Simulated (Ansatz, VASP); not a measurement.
## WSe2 in VASP and in Ansatz

File INCAR:

```
SYSTEM = WSe2
PREC = Accurate ; ENCUT = 520
EDIFF = 1E-7 ; ISMEAR = -1
SIGMA = 0.08 ; LREAL = .FALSE.
LASPH = .TRUE. ; NELM = 60
ALGO = Normal ; ISIF = 2
LWAVE = .FALSE. ; LCHARG = .FALSE.
GGA = PS ; NBANDS = 35
```

The input KPOINTS:

```
regular mesh
0
G
  11 11 3
  0 0 0
```

Contents of POSCAR:

```
WSe2
1.0
    3.2899984505      0.0000000000      0.0000000000
   -1.6449992252      2.8492222365      0.0000000000
    0.0000000000      0.0000000000     13.2294000000
W Se
2 4
Direct
    0.3333333333      0.6666666667      0.2500000000
    0.6666666667      0.3333333333      0.7500000000
    0.3333333333      0.6666666667      0.6210000000
    0.6666666667      0.3333333333      0.1210000000
    0.3333333333      0.6666666667      0.8790000000
    0.6666666667      0.3333333333      0.3790000000
```

Input for Ansatz:

```yaml
crystal:
  lattice:
    - [3.2899984505, 0.0, 0.0]
    - [-1.6449992252, 2.8492222365, 0.0]
    - [0.0, 0.0, 13.2294]
  atoms:
    - { symbol: W, position: [0.3333333333, 0.6666666667, 0.25] }
    - { symbol: W, position: [0.6666666667, 0.3333333333, 0.75] }
    - { symbol: Se, position: [0.3333333333, 0.6666666667, 0.621] }
    - { symbol: Se, position: [0.6666666667, 0.3333333333, 0.121] }
    - { symbol: Se, position: [0.3333333333, 0.6666666667, 0.879] }
    - { symbol: Se, position: [0.6666666667, 0.3333333333, 0.379] }
kpoints:
  mp_grid: { grid: [11, 11, 3] }
  band_path:
    path:
      - [0.0, 0.0, 0.0]
      - [0.5, 0.0, 0.0]
      - [0.3333333333, 0.3333333333, 0.0]
      - [0.0, 0.0, 0.0]
      - [0.0, 0.0, 0.5]
      - [0.5, 0.0, 0.5]
      - [0.3333333333, 0.3333333333, 0.5]
      - [0.0, 0.0, 0.5]
      - [0.5, 0.0, 0.5]
    npoints: 5
scf:
  occupations: { method: fermi_dirac, width: 0.08 }
hamiltonian:
  xc: pbesol
  pseudopotentials: { kind: all_electron, lapw: { basis_error: 0.0005 } }
output:
  forces: true
  stress: true
  eigenvalues: true
```

Change from the starting cell: zz strain of +2 %.

Alike in both runs: task single point; functional PBEsol; k mesh 11 × 11 × 3; occupations fermi-dirac, width 0.08 eV; no spin polarisation.

```csv
,VASP,Ansatz
version,VASP 6.6.1,Ansatz 0.2.0
potentials or method,"VASP PAW PBE potentials, release 64 (W_sv, Se), cutoff 520 eV","all-electron LAPW, scalar-relativistic"
```

Ansatz gave:

```
pressure (GPa)                                                : -4.1
traceless stress, the component that is largest in VASP (GPa) : -1.57
rms of the force components (eV/Å)                            : 0.311
```

Problem. What did VASP give for the same quantities?

Solution. Pressure (GPa): -3.8; traceless stress, the component that is largest in VASP (GPa): -1.48; rms of the force components (eV/Å): 0.288.

VASP's potentials were made for PBE, not for PBEsol. Atom by atom the forces differ by 0.023 eV/Å (rms over components). Ansatz ran all-electron here, and VASP with PAW potentials.

Spin-orbit coupling is off throughout.
